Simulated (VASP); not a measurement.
# Ta in VASP: further runs, part 2 of 2

VASP 6.6.1. The steps go on from the part before.

### 3 Single point, PBE

This run uses another cell than the first one, of 18.28 Å³/atom.

INCAR

```
SYSTEM = Ta
PREC     = Accurate       ! precision mode
ENCUT    = 520            ! plane-wave cutoff, eV
EDIFF    = 1E-6           ! SCF threshold, eV
ISMEAR   = 0              ! smearing method
SIGMA    = 0.1            ! smearing width, eV
LREAL    = .False.        ! projectors in reciprocal space
LASPH    = .True.         ! aspherical terms in the spheres
NELM     = 100            ! most SCF steps
ALGO     = Fast           ! electronic algorithm
ISIF     = 2              ! what is computed and relaxed
LWAVE    = .False.        ! write WAVECAR
LCHARG   = .False.        ! write CHGCAR
GGA      = PE             ! functional
NBANDS   = 12             ! bands
```

KPOINTS

```
Automatic mesh
0
Gamma
  24 24 24
  0 0 0
```

POSCAR

```
Ta
1.0
   -1.6593643239      1.6593643239      1.6596002065
    1.6593643239     -1.6593643239      1.6596002065
    1.6593643239      1.6593643239     -1.6596002065
Ta
1
Direct
    0.0000000000      0.0000000000      0.0000000000
```

Potentials or basis: VASP PAW PBE potentials, release 64 (Ta_pv).

On the command line:

```
$ cat potpaw_PBE.64/Ta_pv/POTCAR > POTCAR
$ mpirun -np 1 vasp_std > vasp.out
```

OUTCAR:

```text
SYSTEM = Ta
   PREC = Accurate
   ENCUT = 520
   EDIFF = 1E-6
   ISMEAR = 0
   LREAL = .False.
   LASPH = .True.
   NELM = 100
   ISIF = 2
   GGA = PE

 ion  position               nearest neighbor table
   1  0.000  0.000  0.000-

  LATTYP: Found a body centered tetragonal cell.
 ALAT       =     3.3187286478
 C/A-ratio  =     1.0001421524

  Lattice vectors:

 A1 = (  -1.6593643239,   1.6593643239,   1.6596002065)
 A2 = (   1.6593643239,  -1.6593643239,   1.6596002065)
 A3 = (   1.6593643239,   1.6593643239,  -1.6596002065)

Analysis of symmetry for initial positions (statically):
=====================================================================
 Subroutine PRICEL returns:
 Original cell was already a primitive cell.

 Routine SETGRP: Setting up the symmetry group for a
 body centered tetragonal supercell.

 Subroutine GETGRP returns: Found 16 space group operations
 (whereof 16 operations were pure point group operations)
 out of a pool of 16 trial point group operations.

The static configuration has the point symmetry D_4h.

Analysis of symmetry for dynamics (positions and initial velocities):
=====================================================================
 Subroutine PRICEL returns:
 Original cell was already a primitive cell.

 Routine SETGRP: Setting up the symmetry group for a
 body centered tetragonal supercell.

 Subroutine GETGRP returns: Found 16 space group operations
 (whereof 16 operations were pure point group operations)
 out of a pool of 16 trial point group operations.

The dynamic configuration has the point symmetry D_4h.

 Subroutine INISYM returns: Found 16 space group operations
 (whereof 16 operations are pure point group operations),
 and found     1 'primitive' translations

----------------------------------------------------------------------------------------

                                     Primitive cell

  volume of cell :      18.2788

  direct lattice vectors                    reciprocal lattice vectors
    -1.659364324  1.659364324  1.659600206     0.000000000  0.301320206  0.301277379
     1.659364324 -1.659364324  1.659600206     0.301320206  0.000000000  0.301277379
     1.659364324  1.659364324 -1.659600206     0.301320206  0.301320206  0.000000000

  length of vectors
     2.874239511  2.874239511  2.874239511     0.426100840  0.426100840  0.426131122

  position of ions in fractional coordinates (direct lattice)
     0.000000000  0.000000000  0.000000000

  ion indices of the primitive-cell ions
   primitive index   ion index
                 1           1

----------------------------------------------------------------------------------------

 KPOINTS: Automatic mesh

Automatic generation of k-mesh.
 Grid dimensions read from file:
 generate k-points for:   24   24   24

 Generating k-lattice:

  Cartesian coordinates                     Fractional coordinates (reciprocal lattice)
     0.000000000  0.012555009  0.012553224     0.041666667  0.000000000 -0.000000000
     0.012555009  0.000000000  0.012553224     0.000000000  0.041666667 -0.000000000
     0.012555009  0.012555009  0.000000000     0.000000000  0.000000000  0.041666667

  Length of vectors
     0.017754202  0.017754202  0.017755463

  Shift w.r.t. Gamma in fractional coordinates (k-lattice)
     0.000000000  0.000000000  0.000000000

 Subroutine IBZKPT returns following result:
 ===========================================

 Found   1063 irreducible k-points:

 Following reciprocal coordinates:
            Coordinates               Weight
  0.000000  0.000000  0.000000      1.000000
  0.041667  0.000000 -0.000000      8.000000
  0.083333 -0.000000  0.000000      8.000000
  0.125000  0.000000  0.000000      8.000000
  0.166667  0.000000  0.000000      8.000000
  0.208333  0.000000 -0.000000      8.000000
[... 16 lines left out ...]
  0.416667  0.041667 -0.000000     16.000000
  0.458333  0.041667  0.000000     16.000000
 [... further k-points ...]
   k-points           NKPTS =   1063   k-points in BZ     NKDIM =   1063   number of bands    NBANDS=     12
   number of dos      NEDOS =    301   number of ions     NIONS =      1
   total plane-waves  NPLWV =  13824
   dimension x,y,z NGX =    24 NGY =   24 NGZ =   24
   dimension x,y,z NGXF=    48 NGYF=   48 NGZF=   48
   ions per type =               1
   NGX,Y,Z   is equivalent  to a cutoff of  13.88, 13.88, 13.88 a.u.
   NGXF,Y,Z  is equivalent  to a cutoff of  27.76, 27.76, 27.76 a.u.
 SYSTEM =  Ta
   PREC   = accura    normal or accurate (medium, high low for compatibility)
   ISTART =      0    job   : 0-new  1-cont  2-samecut
   ICHARG =      2    charge: 1-file 2-atom 10-const
   ISPIN  =      1    spin polarized calculation?
   LNONCOLLINEAR =      F non collinear calculations
   LSORBIT =      F    spin-orbit coupling
   LASPH  =      T    aspherical Exc in radial PAW
   ENCUT  =  520.0 eV  38.22 Ry    6.18 a.u.   5.34  5.34  5.34*2*pi/ulx,y,z
   NELM   =    100;   NELMIN=  2; NELMDL= -5     # of ELM steps
   EDIFF  = 0.1E-05   stopping-criterion for ELM
   LREAL  =      F    real-space projection
   EDIFFG = 0.1E-04   stopping-criterion for IOM
   NSW    =      0    number of steps for IOM
   IBRION =     -1    ionic relax: 0-MD 1-quasi-New 2-CG
   NFREE  =      0    steps in history (QN), initial steepest desc. (CG)
   ISIF   =      2    stress and relaxation
   ISYM   =      2    0-nonsym 1-usesym 2-fastsym
   POTIM  = 0.5000    time-step for ionic-motion
   TEBEG  =    0.0;   TEEND  =   0.0 temperature during run
   PSTRESS=    0.0 pullay stress
   NELECT =      11.0000    total number of electrons
   NUPDOWN=      -1.0000    fix difference up-down
   EMIN   =  10.00;   EMAX   =-10.00  energy-range for DOS
   EFERMI =   0.00;   METHOD = LEGACY
   ISMEAR =     0;   SIGMA  =   0.10  broadening in eV -4-tet -1-fermi 0-gaus
   EFERMI_NEDOS =   21; number of points for ismear=-14 and -15
   IALGO  =     68    algorithm
   IMIX   =      4    mixing-type and parameters
     AMIX     =   0.40;   BMIX     =  1.00
     AMIX_MAG =   1.60;   BMIX_MAG =  1.00
  volume/ion in A,a.u.               =      18.28       123.35
  Fermi-wavevector in a.u.,A,eV,Ry     =   1.382155  2.611894 25.991921  1.910352
  Thomas-Fermi vector in A             =   2.506873
   LORBIT       =      0    0 simple, 1 ext, 2 COOP (PROOUT), +10 PAW based schemes
   GGA     = PE    functional components
   LHFCALC =     F    Hartree Fock is set to
   AEXX    =    0.0000 exact exchange contribution
   IVDW    =     0    specifies the selected vdW correction
   LEPSILON=     F    determine dielectric tensor
   LRPA    =     F    only Hartree local field effects (RPA)
 non-spin polarized calculation
 RMM-DIIS sequential band-by-band and
 Gauss-broadening in eV      SIGMA  =   0.10
  energy-cutoff  :      520.00
  volume of cell :       18.28
 maximum number of plane-waves:       531
 NGX is ok and might be reduce to    24
   NGX = 11   NGY = 11   NGZ = 11

 number of electron      11.0000001 magnetization

 Free energy of the ion-electron system (eV)
  ---------------------------------------------------
  ext. energy  EPLUGINS =         0.00000000
  ---------------------------------------------------
  free energy    TOTEN  =       -11.81566948 eV

  energy without entropy =      -11.80897324  energy(sigma->0) =      -11.81232136

 E-fermi :   5.3598     XC(G=0): -12.5429

 val. band max:        5.3596377176   @ k =  -0.1250   0.4583   0.1250
 cond. band min:       5.3603213249   @ k =  -0.4583   0.4583   0.1250
 fundamental gap:      0.0006836072
 Fermi energy:         5.3597562905

 k-point     1 :       0.0000    0.0000    0.0000
  band No.  band energies     occupation
      1     -27.7636      2.00000
      2     -27.7635      2.00000
      3     -27.7635      2.00000
      4      -2.4918      2.00000
      5       6.1009      0.00000
      6       6.1009      0.00000
      7       6.1026      0.00000
      8       9.3213      0.00000
      9       9.3237      0.00000
     10      20.3073      0.00000
     11      20.3099      0.00000
     12      20.3099      0.00000
[... 331 lines left out ...]
 k-point    24 :       0.4583    0.0417    0.0000
  band No.  band energies     occupation
      1     -28.8707      2.00000
      2     -28.1300      2.00000
      3     -27.7781      2.00000
      4       1.1121      2.00000
      5       3.8882      2.00000
      6       6.7314      0.00000
      7       9.1729      0.00000
      8      10.2495      0.00000
      9      13.0252      0.00000
     10      16.8161      0.00000
     11      17.4015      0.00000
     12      21.9783      0.00000

 [... further k-points ...]

------------------------ aborting loop because EDIFF is reached ----------------------------------------

  FORCE on cell =-STRESS in cart. coord.  units (eV):
  Direction    XX          YY          ZZ          XY          YZ          ZX
  --------------------------------------------------------------------------------------
  -------------------------------------------------------------------------------------
  Total        0.0132083      0.0132083      0.0115514      0.0000000      0.0000000     -0.0000000
  in kB        1.1577370      1.1577370      1.0125097      0.0000000      0.0000000     -0.0000000
  external PRESSURE =       1.1093279 kB  Pullay stress =       0.0000000 kB

 VOLUME and BASIS-vectors are now :
 -----------------------------------------------------------------------------
  energy-cutoff  :      520.00
  volume of cell :       18.28
      direct lattice vectors                 reciprocal lattice vectors
    -1.659364324  1.659364324  1.659600206     0.000000000  0.301320206  0.301277379
     1.659364324 -1.659364324  1.659600206     0.301320206  0.000000000  0.301277379
     1.659364324  1.659364324 -1.659600206     0.301320206  0.301320206  0.000000000

 POSITION                                       TOTAL-FORCE (eV/Angst)
 -----------------------------------------------------------------------------------
      0.00000      0.00000      0.00000         0.000000      0.000000      0.000000
 -----------------------------------------------------------------------------------
    total drift:                                0.000000     -0.000000      0.000000

  FREE ENERGIE OF THE ION-ELECTRON SYSTEM (eV)
  ---------------------------------------------------
  free  energy   TOTEN  =       -11.8156694781 eV

  energy  without entropy=      -11.8089732393  energy(sigma->0) =      -11.81232136
```

Wall time 2 min (1 thread of AMD EPYC 9R45 (Zen 5), shared host); peak memory 0.31 GiB.

Results:

```
Free energy            : -11.8157 eV
Pressure               : 0.1 GPa
Band gap on the k mesh : zero (an odd number of electrons rules out a gap without spin polarisation)
```

Caveat: spin-orbit coupling is left out, which moves the levels of the heavy elements.

### 4 Relaxation of cell and atoms, PBE

This run uses another cell than the first one, of 18.35 Å³/atom.

INCAR

```
ALGO = Fast
EDIFF = 1E-7
EDIFFG = -0.01
ENCUT = 600
GGA = PE
IBRION = 2
ISIF = 3
ISMEAR = 0
LASPH = True
LCHARG = False
LREAL = False
LWAVE = False
NELM = 60
NSW = 100
PREC = Accurate
SIGMA = 0.1
```

KPOINTS

```
k-points
0
Gamma
  24 24 24
```

POSCAR

```
Ta
1.0
   -1.6498665423      1.6498665423      1.6851365761
    1.6498665423     -1.6498665423      1.6851365761
    1.6498665423      1.6498665423     -1.6851365761
Ta
1
Direct
    0.0000000000      0.0000000000      0.0000000000
```

On the command line:

```
$ cat potpaw_PBE.64/Ta_pv/POTCAR > POTCAR
$ mpirun -np 1 vasp_std > vasp.out
```

It took 6.3 min on 1 thread of AMD EPYC 9R45 (Zen 5), shared host; peak memory 0.33 GiB.

The run converged. Its results:

```
Free energy                           : -11.8159 eV
Relaxed volume                        : 18.29 Å³/atom
Relaxed cell                          : a = 2.875 Å, b = 2.875 Å, c = 2.875 Å, α = 109.48°, β = 109.48°, γ = 109.46°
Space group after relaxing (to 0.1 Å) : Im-3m (No. 229)
Energy gained by relaxing             : 1.8 meV/atom
Ionic steps                           : 5
Pressure after relaxing               : 0.0 GPa
Band gap on the k mesh                : zero (an odd number of electrons rules out a gap without spin polarisation)
```

Step by step:
```
step  energy change (eV)  largest force (eV/Å)  pressure (GPa)  volume (Å³)
   1              0.0000                0.0000           -0.58        18.35
   2             -0.0011                0.0000            1.29        18.17
   3             -0.0011                0.0000            0.97        18.20
   4             -0.0018                0.0000            0.10        18.28
   5             -0.0018                0.0000            0.00        18.29
```

Final structure:
```
Ta
1.0
    -1.65962    1.65962    1.66001
     1.65962   -1.65962    1.66001
     1.65962    1.65962   -1.66001
Ta
1
Direct
  0.00000 0.00000 0.00000
```

Levels at points of the mesh, in eV from the Fermi level:
```csv
k point,band 3,band 4,band 5,band 6,band 7,band 8,band 9
"(0.00, 0.00, 0.00)",-33.12,-7.85,0.74,0.74,0.74,3.96,3.96
"(0.50, 0.00, 0.00)",-33.13,-4.30,-1.49,1.53,3.83,4.84,7.66
"(0.50, 0.50, 0.00)",-33.13,-4.30,-1.49,1.53,3.84,4.84,7.66
"(0.50, 0.50, 0.50)",-33.90,-3.70,-3.70,6.72,6.72,6.72,8.52
```

Caveat: spin-orbit coupling is left out, which moves the levels of the heavy elements.

### 5 The runs side by side

| task | cell | cutoff (eV) | gap on the mesh (eV) | pressure (GPa) | relaxed volume (Å³/atom) |
| --- | --- | --- | --- | --- | --- |
| relaxation of cell and atoms | relaxed from a = 2.865 Å, angles 109.5°, 1 atom | 600 | none | 0.0 | 18.29 |
| single point | a = 2.874 Å, angles 109.5°, 1 atom | 520 | none | 0.1 | - |
| relaxation of cell and atoms | relaxed from a = 2.878 Å, angles 110.0, 110.0, 108.3°, 1 atom | 600 | none | 0.0 | 18.29 |

Alike in all rows: level PBE; potentials or basis VASP PAW PBE potentials, release 64 (Ta_pv); no spin polarisation; k mesh 24 × 24 × 24; smearing gaussian 0.1 eV.

Caveats: spin-orbit coupling is left out, which moves the levels of the heavy elements.

Total energies depend on the potentials used, so only differences within one code and one set of settings carry meaning.
